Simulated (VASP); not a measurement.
# SnO2 in VASP: single point with PBEsol

Aim: the single point of SnO2 with PBEsol.

All numbers are computed with VASP 6.6.1; they aren't measurements. Logs are shortened: lines on timing, memory, paths and dates and some standing lists are left out, and cuts for length are marked.

### 1 The cell of the first run

The cell holds a slab with vacuum, 18 atoms: a = 6.424 Å, b = 4.769 Å, c = 21.617 Å, α = 90.00°, β = 90.00°, γ = 90.00°.

### 2 Single point, PBEsol

Contents of INCAR:

```
PREC     = Accurate       # precision mode
ENCUT    = 520            # plane-wave cutoff, eV
EDIFF    = 1E-7           # SCF threshold, eV
ISMEAR   = 0              # smearing method
SIGMA    = 0.05           # smearing width, eV
LREAL    = Auto         
LASPH    = True           # aspherical terms in the spheres
NELM     = 60             # most SCF steps
ALGO     = Normal         # electronic algorithm
ISIF     = 2              # what is computed and relaxed
LWAVE    = False          # write WAVECAR
LCHARG   = True           # write CHGCAR
LDIPOL   = True         
IDIPOL   = 3            
DIPOL    = 0.5 0.5 0.501
GGA      = PS             # functional
LELF     = True           # ELF
LVHAR    = True         
LVACPOTAV= True         
NBANDS   = 93             # bands
```

Contents of KPOINTS:

```
regular mesh
0
Gamma
  4 6 1
```

Contents of POSCAR:

```
SnO2
1.0
    6.4241368321      0.0000000000      0.0000000000
    0.0000000000      4.7689689447      0.0000000000
    0.0000000000      0.0000000000     21.6166916130
O Sn
12 6
Direct
    0.2500000000      0.1937234956      0.3469541100
    0.7500000000      0.1937234956      0.3469541100
    0.2500000000      0.8062765044      0.4324307732
    0.7500000000      0.8062765044      0.4324307732
    0.0000000000      0.3062765044      0.4572616684
    0.5000000000      0.3062765044      0.4572616684
    0.0000000000      0.7030136720      0.5410175098
    0.5000000000      0.7030136720      0.5410175098
    0.2500000000      0.2183739008      0.5723964464
    0.7500000000      0.2183739008      0.5723964464
    0.2500000000      0.8577002920      0.6602801724
    0.7500000000      0.8577002920      0.6602801724
    0.0000000000      0.0000000000      0.3896924416
    0.5000000000      0.0000000000      0.3896924416
    0.2500000000      0.4952272514      0.5001297877
    0.7500000000      0.4952272514      0.5001297877
    0.0000000000     -0.0167716851      0.6118061564
    0.5000000000     -0.0167716851      0.6118061564
```

Potentials or basis: VASP PAW PBE potentials, release 64 (O, Sn_d).

Started as:

```
$ cat potpaw_PBE.64/O/POTCAR potpaw_PBE.64/Sn_d/POTCAR > POTCAR
$ mpirun -np 1 vasp_std > vasp.out
```

OUTCAR:

```text
PREC = Accurate
   ENCUT = 520
   EDIFF = 1E-7
   ISMEAR = 0
   LREAL = Auto
   LASPH = True
   NELM = 60
   ISIF = 2
   GGA = PS

 ion  position               nearest neighbor table
   1  0.250  0.194  0.347-  13 2.07  14 2.07
   2  0.750  0.194  0.347-  13 2.07  14 2.07
   3  0.250  0.806  0.432-  13 2.07  14 2.07  15 2.08
   4  0.750  0.806  0.432-  13 2.07  14 2.07  16 2.08
   5  0.000  0.306  0.457-  15 2.06  16 2.06  13 2.07
   6  0.500  0.306  0.457-  15 2.06  16 2.06  14 2.07
   7  0.000  0.703  0.541-  17 2.03  16 2.08  15 2.08
   8  0.500  0.703  0.541-  18 2.03  16 2.08  15 2.08
   9  0.250  0.218  0.572-  15 2.05  17 2.14  18 2.14
  10  0.750  0.218  0.572-  16 2.05  17 2.14  18 2.14
  11  0.250  0.858  0.660-  17 2.01  18 2.01
  12  0.750  0.858  0.660-  17 2.01  18 2.01
  13  0.000  0.000  0.390-   5 2.07   2 2.07   3 2.07   4 2.07   1 2.07  14 3.21  14 3.21  16 3.72
                            15 3.72  16 3.75  15 3.75
  14  0.500  0.000  0.390-   6 2.07   2 2.07   3 2.07   4 2.07   1 2.07  13 3.21  13 3.21  16 3.72
                            15 3.72  16 3.75  15 3.75
  15  0.250  0.495  0.500-   9 2.05   6 2.06   5 2.06   3 2.08   8 2.08   7 2.08  16 3.21  16 3.21
                            18 3.72  17 3.72  13 3.72  14 3.72  13 3.75  14 3.75
  16  0.750  0.495  0.500-  10 2.05   6 2.06   5 2.06   4 2.08   8 2.08   7 2.08  15 3.21  15 3.21
                            18 3.72  17 3.72  13 3.72  14 3.72  13 3.75  14 3.75
  17  0.000  0.983  0.612-  11 2.01  12 2.01   7 2.03   9 2.14  10 2.14  18 3.21  18 3.21  15 3.72
                            16 3.72
  18  0.500  0.983  0.612-  11 2.01  12 2.01   8 2.03   9 2.14  10 2.14  17 3.21  17 3.21  15 3.72
                            16 3.72

  LATTYP: Found a simple orthorhombic cell.
 ALAT       =     4.7689689447
 B/A-ratio  =     1.3470703849
 C/A-ratio  =     4.5327809561

  Lattice vectors:

 A1 = (   0.0000000000,  -4.7689689447,   0.0000000000)
 A2 = (   6.4241368321,   0.0000000000,   0.0000000000)
 A3 = (   0.0000000000,   0.0000000000,  21.6166916130)

Analysis of symmetry for initial positions (statically):
=====================================================================
 Subroutine PRICEL returns following result:

  LATTYP: Found a simple orthorhombic cell.
 ALAT       =     3.2120684161
 B/A-ratio  =     1.4847034144
 C/A-ratio  =     6.7298353625

  Lattice vectors:

 A1 = (   3.2120684161,   0.0000000000,   0.0000000000)
 A2 = (   0.0000000000,   4.7689689447,   0.0000000000)
 A3 = (   0.0000000000,   0.0000000000,  21.6166916130)

   2 primitive cells build up your supercell.

 Routine SETGRP: Setting up the symmetry group for a
 simple orthorhombic supercell.

 Subroutine GETGRP returns: Found  2 space group operations
 (whereof  2 operations were pure point group operations)
 out of a pool of  8 trial point group operations.

The static configuration has the point symmetry C_1h.

Analysis of symmetry for dynamics (positions and initial velocities):
=====================================================================
 Subroutine PRICEL returns following result:

  LATTYP: Found a simple orthorhombic cell.
 ALAT       =     3.2120684161
 B/A-ratio  =     1.4847034144
 C/A-ratio  =     6.7298353625

  Lattice vectors:

 A1 = (   3.2120684161,   0.0000000000,   0.0000000000)
 A2 = (   0.0000000000,   4.7689689447,   0.0000000000)
 A3 = (   0.0000000000,   0.0000000000,  21.6166916130)

   2 primitive cells build up your supercell.

 Routine SETGRP: Setting up the symmetry group for a
 simple orthorhombic supercell.

 Subroutine GETGRP returns: Found  2 space group operations
 (whereof  2 operations were pure point group operations)
 out of a pool of  8 trial point group operations.

The dynamic configuration has the point symmetry C_1h.

 Subroutine INISYM returns: Found  2 space group operations
 (whereof  2 operations are pure point group operations),
 and found     2 'primitive' translations

----------------------------------------------------------------------------------------

                                     Primitive cell

  volume of cell :     331.1300

  direct lattice vectors                    reciprocal lattice vectors
     3.212068416  0.000000000  0.000000000     0.311325872  0.000000000  0.000000000
     0.000000000  4.768968945  0.000000000     0.000000000  0.209688931  0.000000000
     0.000000000  0.000000000 21.616691613     0.000000000  0.000000000  0.046260548

  length of vectors
     3.212068416  4.768968945 21.616691613     0.311325872  0.209688931  0.046260548

  position of ions in fractional coordinates (direct lattice)
     0.500000000  0.193723496  0.346954110
     0.500000000  0.806276504  0.432430773
     0.000000000  0.306276504  0.457261668
     0.000000000  0.703013672  0.541017510
     0.500000000  0.218373901  0.572396446
     0.500000000  0.857700292  0.660280172
     0.000000000  0.000000000  0.389692442
     0.500000000  0.495227251  0.500129788
     0.000000000  0.983228315  0.611806156

  ion indices of the primitive-cell ions
   primitive index   ion index
                 1           1
                 2           3
                 3           5
                 4           7
                 5           9
                 6          11
                 7          13
                 8          15
                 9          17

----------------------------------------------------------------------------------------

 KPOINTS: regular mesh

Automatic generation of k-mesh.
 Grid dimensions read from file:
 generate k-points for:    4    6    1

 Generating k-lattice:

  Cartesian coordinates                     Fractional coordinates (reciprocal lattice)
     0.038915734  0.000000000  0.000000000     0.250000000  0.000000000  0.000000000
     0.000000000  0.034948155  0.000000000     0.000000000  0.166666667  0.000000000
     0.000000000  0.000000000  0.046260548     0.000000000  0.000000000  1.000000000

  Length of vectors
     0.038915734  0.034948155  0.046260548

  Shift w.r.t. Gamma in fractional coordinates (k-lattice)
     0.000000000  0.000000000  0.000000000

 Subroutine IBZKPT returns following result:
 ===========================================

 Found     12 irreducible k-points:

 Following reciprocal coordinates:
            Coordinates               Weight
  0.000000  0.000000  0.000000      1.000000
  0.250000  0.000000  0.000000      2.000000
  0.500000  0.000000  0.000000      1.000000
  0.000000  0.166667  0.000000      2.000000
  0.250000  0.166667  0.000000      4.000000
  0.500000  0.166667  0.000000      2.000000
  0.000000  0.333333  0.000000      2.000000
  0.250000  0.333333  0.000000      4.000000
  0.500000  0.333333  0.000000      2.000000
  0.000000  0.500000  0.000000      1.000000
  0.250000  0.500000  0.000000      2.000000
  0.500000  0.500000  0.000000      1.000000
   k-points           NKPTS =     12   k-points in BZ     NKDIM =     12   number of bands    NBANDS=     93
   number of dos      NEDOS =    301   number of ions     NIONS =     18
   total plane-waves  NPLWV = 279936
   dimension x,y,z NGX =    48 NGY =   36 NGZ =  162
   dimension x,y,z NGXF=    96 NGYF=   72 NGZF=  324
   ions per type =              12   6
   NGX,Y,Z   is equivalent  to a cutoff of  12.42, 12.55, 12.46 a.u.
   NGXF,Y,Z  is equivalent  to a cutoff of  24.84, 25.10, 24.92 a.u.
 SYSTEM =  unknown system
   PREC   = accura    normal or accurate (medium, high low for compatibility)
   ISTART =      0    job   : 0-new  1-cont  2-samecut
   ICHARG =      2    charge: 1-file 2-atom 10-const
   ISPIN  =      1    spin polarized calculation?
   LNONCOLLINEAR =      F non collinear calculations
   LSORBIT =      F    spin-orbit coupling
   LASPH  =      T    aspherical Exc in radial PAW
   ENCUT  =  520.0 eV  38.22 Ry    6.18 a.u.  11.94  8.87 40.19*2*pi/ulx,y,z
   NELM   =     60;   NELMIN=  2; NELMDL= -5     # of ELM steps
   EDIFF  = 0.1E-06   stopping-criterion for ELM
   LREAL  =      T    real-space projection
   EDIFFG = 0.1E-05   stopping-criterion for IOM
   NSW    =      0    number of steps for IOM
   IBRION =     -1    ionic relax: 0-MD 1-quasi-New 2-CG
   NFREE  =      0    steps in history (QN), initial steepest desc. (CG)
   ISIF   =      2    stress and relaxation
   ISYM   =      2    0-nonsym 1-usesym 2-fastsym
   POTIM  = 0.5000    time-step for ionic-motion
   TEBEG  =    0.0;   TEEND  =   0.0 temperature during run
   PSTRESS=    0.0 pullay stress
   NELECT =     156.0000    total number of electrons
   NUPDOWN=      -1.0000    fix difference up-down
   EMIN   =  10.00;   EMAX   =-10.00  energy-range for DOS
   EFERMI =   0.00;   METHOD = LEGACY
   ISMEAR =     0;   SIGMA  =   0.05  broadening in eV -4-tet -1-fermi 0-gaus
   EFERMI_NEDOS =   21; number of points for ismear=-14 and -15
   IALGO  =     38    algorithm
   IMIX   =      4    mixing-type and parameters
     AMIX     =   0.40;   BMIX     =  1.00
     AMIX_MAG =   1.60;   BMIX_MAG =  1.00
  volume/ion in A,a.u.               =      36.79       248.29
  Fermi-wavevector in a.u.,A,eV,Ry     =   1.011052  1.910611 13.908233  1.022226
  Thomas-Fermi vector in A             =   2.144078
   LORBIT       =      0    0 simple, 1 ext, 2 COOP (PROOUT), +10 PAW based schemes
   GGA     = PS    functional components
   LHFCALC =     F    Hartree Fock is set to
   AEXX    =    0.0000 exact exchange contribution
   IVDW    =     0    specifies the selected vdW correction
   LEPSILON=     F    determine dielectric tensor
   LRPA    =     F    only Hartree local field effects (RPA)
 non-spin polarized calculation
 Gauss-broadening in eV      SIGMA  =   0.05
  energy-cutoff  :      520.00
  volume of cell :      662.26
 maximum number of plane-waves:     17906
 NGX is ok and might be reduce to    48
   NGX = 23   NGY = 17   NGZ = 81

 dipolmoment           0.000000      0.000000     -0.000003 electrons x Angstroem

 number of electron     156.0000008 magnetization

 dipolmoment           0.000000      0.000000      0.053154 electrons x Angstroem

 Free energy of the ion-electron system (eV)
  ---------------------------------------------------
  ext. energy  EPLUGINS =         0.00000000
  ---------------------------------------------------
  free energy    TOTEN  =      -113.56452702 eV

  energy without entropy =     -113.56452702  energy(sigma->0) =     -113.56452702

 E-fermi :  -2.9098     XC(G=0):  -4.4694

 val. band max:       -3.1926265074   @ k =   0.0000   0.0000   0.0000
 cond. band min:      -1.8233734053   @ k =   0.0000   0.0000   0.0000
 fundamental gap:      1.3692531021
 Fermi energy:        -2.9097771710

 k-point     1 :       0.0000    0.0000    0.0000
  band No.  band energies     occupation
      1     -24.1225      2.00000
      2     -24.0840      2.00000
      3     -23.9843      2.00000
      4     -23.8177      2.00000
      5     -23.7820      2.00000
      6     -23.5351      2.00000
[... 82 lines left out ...]
     89       4.3682      0.00000
     90       4.5618      0.00000

 k-point     2 :       0.2500    0.0000    0.0000
  band No.  band energies     occupation
      1     -24.0591      2.00000
      2     -24.0081      2.00000
      3     -23.9262      2.00000
      4     -23.7777      2.00000
      5     -23.7069      2.00000
      6     -23.5594      2.00000
[... 929 lines left out ...]
      6     -23.6750      2.00000
[... 82 lines left out ...]
     89       4.9309      0.00000
     90       4.9309      0.00000
 [bands above 90 left out]

------------------------ aborting loop because EDIFF is reached ----------------------------------------

  FORCE on cell =-STRESS in cart. coord.  units (eV):
  Direction    XX          YY          ZZ          XY          YZ          ZX
  --------------------------------------------------------------------------------------
  -------------------------------------------------------------------------------------
  Total      -15.2597260      1.1662162      0.7841579      0.0000000      0.6251879      0.0000000
  in kB      -36.9172052      2.8213772      1.8970797      0.0000000      1.5124905      0.0000000
  external PRESSURE =     -10.7329161 kB  Pullay stress =       0.0000000 kB

 VOLUME and BASIS-vectors are now :
 -----------------------------------------------------------------------------
  energy-cutoff  :      520.00
  volume of cell :      662.26
      direct lattice vectors                 reciprocal lattice vectors
     6.424136832  0.000000000  0.000000000     0.155662936  0.000000000  0.000000000
     0.000000000  4.768968945  0.000000000     0.000000000  0.209688931  0.000000000
     0.000000000  0.000000000 21.616691613     0.000000000  0.000000000  0.046260548

 POSITION                                       TOTAL-FORCE (eV/Angst)
 -----------------------------------------------------------------------------------
      1.60603      0.92386      7.50000         0.000000     -1.281422      0.170747
      4.81810      0.92386      7.50000         0.000000     -1.281422      0.170747
      1.60603      3.84511      9.34772        -0.000000     -0.837359      0.044259
      4.81810      3.84511      9.34772         0.000000     -0.837359      0.044259
      0.00000      1.46062      9.88448         0.000000     -0.038644      0.173264
      3.21207      1.46062      9.88448        -0.000000     -0.038644      0.173264
[... 10 lines left out ...]
      0.00000      4.68899     13.22523         0.000000      0.038371      0.014278
      3.21207      4.68899     13.22523        -0.000000      0.038371      0.014278
 -----------------------------------------------------------------------------------
    total drift:                                0.000000      0.002225     -0.010439

  FREE ENERGIE OF THE ION-ELECTRON SYSTEM (eV)
  ---------------------------------------------------
  free  energy   TOTEN  =      -113.5645270237 eV

  energy  without entropy=     -113.5645270237  energy(sigma->0) =     -113.56452702

 vacuum level on the upper side and lower side of the slab         4.696         4.382
```

Run time: 21 min. Hardware: 1 thread of AMD EPYC 9R45 (Zen 5), shared host; peak memory 0.81 GiB.

What came out:

- Free energy: -113.5645 eV
- Largest force: 2.196 eV/Å
- Band gap on the k mesh: 1.37 eV

Forces in eV/Å, atoms in the order of the input:
```
O    0.000 -1.281  0.171
O    0.000 -1.281  0.171
O    0.000 -0.837  0.044
O    0.000 -0.837  0.044
O    0.000 -0.039  0.173
O    0.000 -0.039  0.173
O    0.000  0.020 -0.007
O    0.000  0.020 -0.007
O    0.000  0.005  0.021
O    0.000  0.005  0.021
O    0.000 -0.029  0.059
O    0.000 -0.029  0.059
Sn   0.000  2.143 -0.477
Sn   0.000  2.143 -0.477
Sn   0.000 -0.020  0.003
Sn   0.000 -0.020  0.003
Sn   0.000  0.038  0.014
Sn   0.000  0.038  0.014
```

Caveat: the PAW data sets were made with another functional, which shifts forces and pressure a little; spin-orbit coupling is left out, which moves the levels of the heavy elements.
